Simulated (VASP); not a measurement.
# La2O3 in VASP: notebook

La2O3 is run at these levels: revPBE+D3(BJ), revPBE+D4, PBEsol; tasks: single point, relaxation of cell and atoms.

Everything below comes from runs of VASP 6.6.1. Logs are shortened: lines on timing, memory, paths and dates and some standing lists are left out, and cuts for length are marked.

## (1) The cell of the first run

The typed cell holds 5 atoms: a = 6.331 Å, b = 6.331 Å, c = 3.288 Å, α = 90.00°, β = 90.00°, γ = 120.00°.

## (2) Single point, revPBE+D3(BJ)

Contents of INCAR:

```
SYSTEM = La2O3
ALGO = Normal
EDIFF = 1E-6
ENCUT = 520
GGA = RE
ISIF = 2
ISMEAR = -1
IVDW = 12
LASPH = .True.
LCHARG = .False.
LREAL = .False.
LWAVE = .False.
NBANDS = 28
NELM = 80
PREC = Accurate
SIGMA = 0.05
```

Contents of KPOINTS:

```
k-points
0
Gamma
  5 5 8
  0 0 0
```

Contents of POSCAR:

```
La2O3
1.0
    6.3314999843      0.0000000000      0.0000000000
   -3.1657499922      5.4832398305      0.0000000000
    0.0000000000      0.0000000000      3.2883478075
La O
2 3
Direct
    0.6666666667      0.3333333333      0.5000000000
    0.3333333333      0.6666666667      0.5000000000
    0.5000427896      0.0000000000      0.0000000000
    0.0000000000      0.5000427896      0.0000000000
    0.4999572104      0.4999572104      0.0000000000
```

Potentials or basis: VASP PAW PBE potentials, release 64 (La, O).

The run is started by

```bash
cat potpaw_PBE.64/La/POTCAR potpaw_PBE.64/O/POTCAR > POTCAR
mpirun -np 1 vasp_std > vasp.out
```

OUTCAR:

```text
SYSTEM = La2O3
   EDIFF = 1E-6
   ENCUT = 520
   GGA = RE
   ISIF = 2
   ISMEAR = -1
   IVDW = 12
   LASPH = .True.
   LREAL = .False.
   NELM = 80
   PREC = Accurate
 IVDW          = 12

 ion  position               nearest neighbor table
   1  0.667  0.333  0.500-   4 2.46   4 2.46   3 2.46   3 2.46   5 2.46   5 2.46   2 3.66   2 3.66
                             2 3.66
   2  0.333  0.667  0.500-   4 2.46   4 2.46   3 2.46   3 2.46   5 2.46   5 2.46   1 3.66   1 3.66
                             1 3.66
   3  0.500  0.000  0.000-   1 2.46   1 2.46   2 2.46   2 2.46
   4  0.000  0.500  0.000-   2 2.46   2 2.46   1 2.46   1 2.46
   5  0.500  0.500  0.000-   1 2.46   1 2.46   2 2.46   2 2.46

  LATTYP: Found a hexagonal cell.
 ALAT       =     6.3314999843
 C/A-ratio  =     0.5193631550

  Lattice vectors:

 A1 = (   6.3314999843,   0.0000000000,   0.0000000000)
 A2 = (  -3.1657499922,   5.4832398305,   0.0000000000)
 A3 = (   0.0000000000,   0.0000000000,   3.2883478075)

Analysis of symmetry for initial positions (statically):
=====================================================================
 Subroutine PRICEL returns:
 Original cell was already a primitive cell.

 Routine SETGRP: Setting up the symmetry group for a
 hexagonal supercell.

 Subroutine GETGRP returns: Found 12 space group operations
 (whereof 12 operations were pure point group operations)
 out of a pool of 24 trial point group operations.

The static configuration has the point symmetry D_3h.

Analysis of symmetry for dynamics (positions and initial velocities):
=====================================================================
 Subroutine PRICEL returns:
 Original cell was already a primitive cell.

 Routine SETGRP: Setting up the symmetry group for a
 hexagonal supercell.

 Subroutine GETGRP returns: Found 12 space group operations
 (whereof 12 operations were pure point group operations)
 out of a pool of 24 trial point group operations.

The dynamic configuration has the point symmetry D_3h.

 Subroutine INISYM returns: Found 12 space group operations
 (whereof 12 operations are pure point group operations),
 and found     1 'primitive' translations

----------------------------------------------------------------------------------------

                                     Primitive cell

  volume of cell :     114.1620

[... 92 lines left out ...]
   NELM   =     80;   NELMIN=  2; NELMDL= -5     # of ELM steps
   EDIFF  = 0.1E-05   stopping-criterion for ELM
   LREAL  =      F    real-space projection
   EDIFFG = 0.1E-04   stopping-criterion for IOM
   NSW    =      0    number of steps for IOM
   IBRION =     -1    ionic relax: 0-MD 1-quasi-New 2-CG
   NFREE  =      0    steps in history (QN), initial steepest desc. (CG)
   ISIF   =      2    stress and relaxation
   ISYM   =      2    0-nonsym 1-usesym 2-fastsym
   POTIM  = 0.5000    time-step for ionic-motion
   TEBEG  =    0.0;   TEEND  =   0.0 temperature during run
   PSTRESS=    0.0 pullay stress
   NELECT =      40.0000    total number of electrons
   NUPDOWN=      -1.0000    fix difference up-down
   EMIN   =  10.00;   EMAX   =-10.00  energy-range for DOS
   EFERMI =   0.00;   METHOD = LEGACY
   ISMEAR =    -1;   SIGMA  =   0.05  broadening in eV -4-tet -1-fermi 0-gaus
   EFERMI_NEDOS =   21; number of points for ismear=-14 and -15
   IALGO  =     38    algorithm
   IMIX   =      4    mixing-type and parameters
     AMIX     =   0.40;   BMIX     =  1.00
     AMIX_MAG =   1.60;   BMIX_MAG =  1.00
  volume/ion in A,a.u.               =      22.83       154.08
  Fermi-wavevector in a.u.,A,eV,Ry     =   1.154129  2.180987 18.123142  1.332013
  Thomas-Fermi vector in A             =   2.290768
   LORBIT       =      0    0 simple, 1 ext, 2 COOP (PROOUT), +10 PAW based schemes
   GGA     = RE    functional components
   LHFCALC =     F    Hartree Fock is set to
   AEXX    =    0.0000 exact exchange contribution
   IVDW    =    12    specifies the selected vdW correction
   LEPSILON=     F    determine dielectric tensor
   LRPA    =     F    only Hartree local field effects (RPA)
 non-spin polarized calculation
  energy-cutoff  :      520.00
  volume of cell :      114.16
 maximum number of plane-waves:      3091
 NGX is ok and might be reduce to    48
   NGX = 23   NGY = 23   NGZ = 13

 number of electron      39.9999990 magnetization

 Free energy of the ion-electron system (eV)
  ---------------------------------------------------
  ext. energy  EPLUGINS =         0.00000000
  ---------------------------------------------------
  free energy    TOTEN  =       -39.26828807 eV

  energy without entropy =      -39.26828807  energy(sigma->0) =      -39.26828807

 E-fermi :   4.1940     XC(G=0):  -8.0215

 val. band max:        3.3507526993   @ k =   0.0000   0.0000   0.5000
 cond. band min:       5.0342444307   @ k =   0.0000   0.0000   0.0000
 fundamental gap:      1.6834917314
 Fermi energy:         4.1940374595

 k-point     1 :       0.0000    0.0000    0.0000
  band No.  band energies     occupation
      1     -27.2362      2.00000
      2     -27.0346      2.00000
      3     -14.1265      2.00000
      4     -14.1265      2.00000
      5     -12.5259      2.00000
      6     -10.7903      2.00000
[... 733 lines left out ...]
     27       8.0156      0.00000
     28       8.0353      0.00000

 [... further k-points ...]

------------------------ aborting loop because EDIFF is reached ----------------------------------------

 Edisp (eV)   -1.61475

 E8    (eV) :    -1.1628

  FORCE on cell =-STRESS in cart. coord.  units (eV):
  Direction    XX          YY          ZZ          XY          YZ          ZX
  --------------------------------------------------------------------------------------
  -------------------------------------------------------------------------------------
  Total      -0.15955    -0.15955    -0.22276     0.00000    -0.00000     0.00000
  in kB      -2.23914    -2.23914    -3.12628     0.00000    -0.00000     0.00000
  external pressure =       -2.53 kB  Pullay stress =        0.00 kB

 VOLUME and BASIS-vectors are now :
 -----------------------------------------------------------------------------
  energy-cutoff  :      520.00
  volume of cell :      114.16
      direct lattice vectors                 reciprocal lattice vectors
     6.331499984  0.000000000  0.000000000     0.157940457  0.091186965  0.000000000
    -3.165749992  5.483239830  0.000000000     0.000000000  0.182373931  0.000000000
     0.000000000  0.000000000  3.288347808     0.000000000  0.000000000  0.304104085

 POSITION                                       TOTAL-FORCE (eV/Angst)
 -----------------------------------------------------------------------------------
      3.16575      1.82775      1.64417         0.000000     -0.000000     -0.000000
     -0.00000      3.65549      1.64417         0.000000      0.000000     -0.000000
      3.16602      0.00000      0.00000        -0.000254      0.000000      0.000000
     -1.58301      2.74185      0.00000         0.000127     -0.000220     -0.000000
      1.58274      2.74139      0.00000         0.000127      0.000220      0.000000
 -----------------------------------------------------------------------------------
    total drift:                               -0.000000     -0.000000      0.000000

  FREE ENERGIE OF THE ION-ELECTRON SYSTEM (eV)
  ---------------------------------------------------
  free  energy   TOTEN  =       -40.8830425460 eV

  energy  without entropy=      -40.8830425451  energy(sigma->0) =      -40.88304255
```

OSZICAR:

```text
N       E                     dE             d eps       ncg     rms          rms(c)
DAV:   1     0.542146402505E+03    0.54215E+03   -0.15979E+04  1416   0.205E+03
DAV:   2     0.111162042735E+03   -0.43098E+03   -0.40839E+03  1952   0.340E+02
DAV:   3    -0.255068534824E+02   -0.13667E+03   -0.13201E+03  2224   0.222E+02
DAV:   4    -0.452084574324E+02   -0.19702E+02   -0.19030E+02  2344   0.804E+01
DAV:   5    -0.464107725356E+02   -0.12023E+01   -0.12012E+01  2408   0.235E+01    0.155E+01
DAV:   6    -0.396958597550E+02    0.67149E+01   -0.59422E+01  2240   0.399E+01    0.795E+00
DAV:   7    -0.394137776372E+02    0.28208E+00   -0.60477E+00  2728   0.224E+01    0.358E+00
DAV:   8    -0.392431391852E+02    0.17064E+00   -0.94780E-01  2488   0.787E+00    0.108E+00
DAV:   9    -0.392327653018E+02    0.10374E-01   -0.25895E-01  2608   0.381E+00    0.433E-01
DAV:  10    -0.392608879734E+02   -0.28123E-01   -0.30772E-02  2288   0.116E+00    0.130E-01
DAV:  11    -0.392667965187E+02   -0.59085E-02   -0.74794E-03  1992   0.565E-01    0.750E-02
DAV:  12    -0.392682936688E+02   -0.14972E-02   -0.21975E-03  2216   0.288E-01    0.617E-02
DAV:  13    -0.392682950129E+02   -0.13442E-05   -0.10631E-03  2312   0.214E-01    0.227E-02
DAV:  14    -0.392682859366E+02    0.90764E-05   -0.18024E-04  2032   0.102E-01    0.565E-03
DAV:  15    -0.392682876473E+02   -0.17108E-05   -0.26078E-05  2408   0.376E-02    0.277E-03
DAV:  16    -0.392682880718E+02   -0.42448E-06   -0.17146E-06  1656   0.129E-02
   1 F= -.40883043E+02 E0= -.40883043E+02  d E =-.925255E-09
```

It took 68 s on 1 thread of Intel Xeon 6975P-C (Granite Rapids), shared host; peak memory 0.27 GiB.

What came out:

```yaml
Free_energy: -40.8830 eV
Pressure: -0.3 GPa
Band_gap_on_the_k_mesh: 1.68 eV (least direct gap 2.15 eV)
Dispersion_energy_per_atom: -0.323 eV
```

Caveat: the PAW data sets were made with another functional, which shifts forces and pressure a little; spin-orbit coupling is left out, which moves the levels of the heavy elements.

## (3) Single point, revPBE+D4

Contents of INCAR:

```
SYSTEM = La2O3
  PREC = Accurate
  ENCUT = 520
  EDIFF = 1E-7
  ISMEAR = -1
  SIGMA = 0.05
  LREAL = .False.
  LASPH = .True.
  NELM = 80
  ALGO = Normal
  ISIF = 2
  LWAVE = .False.
  LCHARG = .True.
  GGA = RE
  IVDW = 13
  LELF = .True.
  LVHAR = .True.
  NBANDS = 28
```

Contents of KPOINTS:

```
regular mesh
0
Gamma
  5 5 8
  0 0 0
```

Contents of POSCAR:

```
La2O3
1.0
    6.3349406049      0.0000000000      0.0000000000
   -3.1674703024      5.4862194953      0.0000000000
    0.0000000000      0.0000000000      3.2854209757
La O
2 3
Direct
    0.6666666667      0.3333333333      0.5000000000
    0.3333333333      0.6666666667      0.5000000000
    0.5000340361      0.0000000000      0.0000000000
    0.0000000000      0.5000340361      0.0000000000
    0.4999659639      0.4999659639      0.0000000000
```

Potentials or basis: VASP PAW PBE potentials, release 64 (La, O).

The run is started by

```bash
cat potpaw_PBE.64/La/POTCAR potpaw_PBE.64/O/POTCAR > POTCAR
mpirun -np 1 vasp_std > vasp.out
```

It took 74 s on 1 thread of Intel Xeon 6975P-C (Granite Rapids), shared host; peak memory 0.26 GiB.

Results (log left out):

| Item | Value |
| --- | --- |
| Free energy | -40.7180 eV |
| Pressure | -0.2 GPa |
| Band gap on the k mesh | 1.68 eV (least direct gap 2.15 eV) |
| Dispersion energy per atom | -0.290 eV |

Stress tensor (GPa, compression positive):
```
-0.22  0.00  0.00
 0.00 -0.22  0.00
 0.00  0.00 -0.30
```

Levels at points of the mesh, in eV from the valence-band top:
| k point | band 16 | band 17 | band 18 | band 19 | band 20 | band 21 | band 22 | band 23 | band 24 | band 25 |
| --- | --- | --- | --- | --- | --- | --- | --- | --- | --- | --- |
| (0.00, 0.00, 0.00) | -1.86 | -0.98 | -0.98 | -0.68 | -0.47 | 1.68 | 3.60 | 4.00 | 4.00 | 4.74 |
| (0.00, 0.00, 0.50) | -1.48 | -1.14 | -1.14 | -0.30 | 0.00 | 4.28 | 4.35 | 4.36 | 4.43 | 4.45 |

Caveat: the PAW data sets were made with another functional, which shifts forces and pressure a little; spin-orbit coupling is left out, which moves the levels of the heavy elements.

## (4) Relaxation of cell and atoms, PBEsol, target pressure 5 GPa, at which the enthalpy is minimised

This run uses another cell than the first one, of 22.45 Å³/atom.

Contents of INCAR:

```
  PREC = Accurate
  ENCUT = 600
  EDIFF = 1E-6
  ISMEAR = -1
  SIGMA = 0.05
  LREAL = False
  LASPH = True
  NELM = 100
  ALGO = Normal
  ISIF = 3
  LWAVE = False
  LCHARG = False
  GGA = PS
  IBRION = 2
  NSW = 60
  EDIFFG = -0.01
  PSTRESS = 50.0
```

Contents of KPOINTS:

```
Automatic mesh
0
Gamma
  4 4 6
```

Contents of POSCAR:

```
La2O3
1.0
    6.2667802772      0.0000000000      0.0000000000
   -3.1333901386      5.4271909200      0.0000000000
    0.0000000000      0.0000000000      3.2997660000
La O
2 3
Direct
    0.6666666667      0.3333333333      0.5000000000
    0.3333333333      0.6666666667      0.5000000000
    0.5080139900      0.0000000000      0.0000000000
    0.0000000000      0.5080139900      0.0000000000
    0.4919860100      0.4919860100      0.0000000000
```

The run is started by

```bash
cat potpaw_PBE.64/La/POTCAR potpaw_PBE.64/O/POTCAR > POTCAR
mpirun -np 1 vasp_std > vasp.out
```

Wall time 9.4 min (1 thread of Intel Xeon 6975P-C (Granite Rapids), shared host); peak memory 0.3 GiB.

Results (log left out):

- Free energy: -42.3884 eV
- Relaxed volume: 21.22 Å³/atom
- Relaxed cell: a = 6.157 Å, b = 6.157 Å, c = 3.231 Å, α = 90.00°, β = 90.00°, γ = 120.00°
- Space group after relaxing (to 0.1 Å): P6/mmm (No. 191)
- Energy change on relaxing (the run minimises the enthalpy): +11.8 meV/atom
- Ionic steps: 24
- Pressure after relaxing: 5.0 GPa
- Largest force after relaxing: 0.005 eV/Å
- Band gap on the k mesh: 1.13 eV (least direct gap 1.83 eV)

Forces in eV/Å, atoms in the order of the input:
```
La   0.000  0.000  0.000
La   0.000  0.000  0.000
O   -0.005  0.000  0.000
O    0.002 -0.004  0.000
O    0.002  0.004  0.000
```

Stress tensor (GPa, compression positive):
```
5.04 0.00 0.00
0.00 5.04 0.00
0.00 0.00 4.95
```

The path:
```tsv
step	energy change (eV)	largest force (eV/Å)	pressure (GPa)	volume (Å³)
1	0.0000	0.0617	-1.28	112.23
2	0.5999	0.0173	16.59	98.51
3	0.0474	0.0339	4.68	106.58
4	0.0515	0.0332	4.83	106.45
5	0.0551	0.0326	4.97	106.33
6	0.0639	0.0294	5.13	105.99
7	0.0663	0.0287	5.16	105.91
8	0.0575	0.0294	4.82	106.19
9	0.0608	0.0291	4.94	106.08
10	0.0599	0.0281	4.94	106.10
11	0.0573	0.0247	4.91	106.18
12	0.0524	0.0187	4.85	106.32
13	0.0535	0.0177	4.88	106.28
14	0.0570	0.0148	5.01	106.16
15	0.0643	0.0089	5.25	105.92
16	0.0635	0.0076	5.20	105.94
17	0.0616	0.0038	5.08	106.00
18	0.0616	0.0033	5.08	105.99
19	0.0625	0.0063	5.15	105.97
20	0.0617	0.0045	5.09	105.99
21	0.0603	0.0046	5.05	106.03
22	0.0568	0.0047	4.95	106.15
23	0.0574	0.0048	4.95	106.13
24	0.0588	0.0046	5.01	106.08
```

Final structure:
```
La O
1.0
     6.15711    0.00000    0.00000
    -3.07855    5.33221    0.00000
     0.00000    0.00000    3.23111
La O
2 3
Direct
  0.66667 0.33333 0.50000
  0.33333 0.66667 0.50000
  0.50119 0.00000 0.00000
  0.00000 0.50119 0.00000
  0.49881 0.49881 0.00000
```

Levels at points of the mesh, in eV from the valence-band top:
```tsv
k point	band 18	band 19	band 20	band 21	band 22	band 23
(0.00, 0.00, 0.00)	-1.28	-1.10	-0.70	1.13	3.31	3.92
(0.50, 0.00, 0.00)	-1.60	-1.44	-1.23	2.38	3.32	4.29
(0.00, 0.00, 0.50)	-1.61	-0.68	0.00	4.28	4.28	4.29
(0.50, 0.00, 0.50)	-1.84	-1.07	-0.81	4.20	4.46	4.46
```

Caveat: the cell is relaxed towards a set pressure, so the run minimises the enthalpy, not the energy; the PAW data sets were made with another functional, which shifts forces and pressure a little; spin-orbit coupling is left out, which moves the levels of the heavy elements.

(Continued in part 2 of 2.)
